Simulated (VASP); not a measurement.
## Ta: single point with PBEsol

Ta, a wire with vacuum:

```
Ta
1.0
    22.70907    0.00000    0.00000
     0.00000   22.70907    0.00000
     0.00000    0.00000    2.38334
Ta
4
Direct
  0.31863 0.81863 0.00000
  0.68137 0.18137 0.00000
  0.18137 0.31863 0.00000
  0.81863 0.68137 0.00000
```

| Quantity | Value |
| --- | --- |
| Program | VASP 6.6.1 |
| Task | single point |
| Functional | PBEsol |
| Potentials or basis | VASP PAW PBE potentials, release 64 (Ta_pv) |
| Cutoff | 520 eV |
| k mesh | 2 × 2 × 11 |
| Occupations | fermi-dirac, width 0.1 eV |
| Spin | no spin polarisation |
| Dipole correction | no |
| Further INCAR settings | ALGO = Normal; EDIFF = 1e-07; NBANDS = 30 |

```yaml
Band_gap_on_the_k_mesh: zero (bands 22 and 23 overlap by 2.36 eV)
```

Levels at points of the mesh, in eV from the Fermi level:
```
           k point  band 20  band 21  band 22  band 23  band 24  band 25
(0.00, 0.00, 0.00)    -1.67    -0.21    -0.21    -0.21    -0.21    -0.21
(0.50, 0.00, 0.00)    -1.67    -0.21    -0.21    -0.21    -0.21    -0.21
(0.50, 0.50, 0.00)    -1.67    -0.21    -0.21    -0.21    -0.21    -0.21
```

Run time: 16 min on 1 thread of Intel(R) Xeon(R) 6975P-C (Granite Rapids), on a shared host, peak memory 1.2 GiB.

Caveat: spin-orbit coupling is left out, which moves the levels of the heavy elements.
